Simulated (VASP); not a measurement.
A run of VASP 6.6.1 is set up as follows.

Contents of INCAR:

```
SYSTEM = Ti5Sn3O16
PREC = Accurate
ENCUT = 520
EDIFF = 1E-7
ISMEAR = -1
SIGMA = 0.05
LREAL = Auto
LASPH = .True.
NELM = 100
ALGO = Normal
ISIF = 2
LWAVE = .False.
LCHARG = .False.
GGA = PS
NBANDS = 339
```

KPOINTS

```
Automatic mesh
0
Gamma
  1 1 1
  0.5 0.5 0.5
```

File POSCAR:

```
Ti5Sn3O16
1.0
    9.3396415426      0.0000000000      0.0000000000
    0.0000000000      9.3558040492      0.0000000000
    0.0000000000      0.0000000000      9.1132454922
Ti Sn O
15 9 48
Direct
    0.0069300000      0.0015060000      0.9917170000
    0.0029440000      0.0082580000      0.6761140000
    0.9932580000      0.4996010000      0.9948200000
    0.4925750000      0.9987660000      0.0091720000
    0.4915360000      0.0034610000      0.3398030000
    0.5009770000      0.9910810000      0.6758240000
    0.5001430000      0.5043010000      0.3365190000
    0.4943870000      0.5090520000      0.6576410000
    0.2474860000      0.2533120000      0.1701960000
    0.2600580000      0.2521950000      0.4951680000
    0.2512040000      0.7513710000      0.1730450000
    0.2484440000      0.7620240000      0.5088100000
    0.2481010000      0.7462330000      0.8437500000
    0.7342960000      0.2562210000      0.8319200000
    0.7521710000      0.7590190000      0.8319920000
    0.0062360000      0.9979300000      0.3317320000
    0.0070530000      0.4986460000      0.3294200000
    0.0036750000      0.4995430000      0.6689760000
    0.4962530000      0.5022810000      0.9986670000
    0.2527380000      0.2451830000      0.8314710000
    0.7481690000      0.2453190000      0.1610070000
    0.7471010000      0.2456060000      0.5029590000
    0.7477530000      0.7526540000      0.1608840000
    0.7466420000      0.7511110000      0.5042490000
    0.1536160000      0.1463220000      0.0083350000
    0.1587210000      0.1557980000      0.3315070000
    0.1518290000      0.1498680000      0.6559080000
    0.1565940000      0.6534460000      0.9983750000
    0.1575460000      0.6592930000      0.3329580000
    0.1575550000      0.6587290000      0.6667090000
    0.6457170000      0.1478790000      0.9876420000
    0.6455380000      0.1450100000      0.3323860000
    0.6481430000      0.1461040000      0.6760170000
    0.6505250000      0.6549890000      0.9882170000
    0.6463070000      0.6497550000      0.3322510000
    0.6488870000      0.6477480000      0.6763250000
    0.3499400000      0.3410930000      0.0077280000
    0.3459440000      0.3472780000      0.3305730000
    0.3504630000      0.3482400000      0.6566710000
    0.3509320000      0.8430290000      0.9974340000
    0.3438700000      0.8515300000      0.3334070000
    0.3499250000      0.8472800000      0.6644490000
    0.8454580000      0.3504710000      0.9874570000
    0.8533860000      0.3400200000      0.3320340000
    0.8462420000      0.3441790000      0.6764910000
    0.8498160000      0.8513720000      0.9877070000
    0.8507100000      0.8444030000      0.3325830000
    0.8521060000      0.8475770000      0.6765290000
    0.1012170000      0.3976700000      0.1545300000
    0.1063950000      0.3971110000      0.4997670000
    0.1011170000      0.4025110000      0.8428090000
    0.1019060000      0.8965380000      0.1559120000
    0.1025850000      0.8996260000      0.5079830000
    0.1032470000      0.9047360000      0.8317320000
    0.5963300000      0.4054970000      0.1748100000
    0.5925870000      0.4071550000      0.4980360000
    0.5927170000      0.3971970000      0.8235020000
    0.5912690000      0.9072940000      0.1653310000
    0.5906320000      0.9062860000      0.5002650000
    0.5964650000      0.9002440000      0.8298330000
    0.4019520000      0.0944330000      0.1651960000
    0.4032580000      0.0984300000      0.4985240000
    0.4026330000      0.0865960000      0.8331380000
    0.3996690000      0.6018110000      0.1751160000
    0.4043450000      0.5993030000      0.4984630000
    0.3949290000      0.5966340000      0.8221920000
    0.9034840000      0.0901690000      0.1553910000
    0.9025500000      0.0887340000      0.5085180000
    0.9107330000      0.0968550000      0.8332100000
    0.9034900000      0.5943130000      0.1558640000
    0.9000090000      0.5940770000      0.4991530000
    0.9035940000      0.6018650000      0.8423240000
```

Potentials or basis: VASP PAW PBE potentials, release 64 (Ti_sv, Sn_d, O).

The run is started by

```bash
$ cat potpaw_PBE.64/Ti_sv/POTCAR potpaw_PBE.64/Sn_d/POTCAR potpaw_PBE.64/O/POTCAR > POTCAR
$ mpirun -np 1 vasp_std > vasp.out
```

Q: What does it give for the largest force?

A: 0.070 eV/Å.

Q: What does it give for the band gap on the k mesh?

A: 2.72 eV.

Q: Predict the pressure.

A: 0.7 GPa.

Stress tensor (GPa, compression positive):
```
 0.57 -0.36 -0.06
-0.36  0.57 -0.04
-0.06 -0.04  0.86
```

Caveat: the k points lie up to 0.69 Å⁻¹ apart; the PAW data sets were made with another functional, which shifts forces and pressure a little; spin-orbit coupling is left out, which moves the levels of the heavy elements; a shifted mesh leaves out Γ, where band edges can lie. A k mesh can miss the band edges.
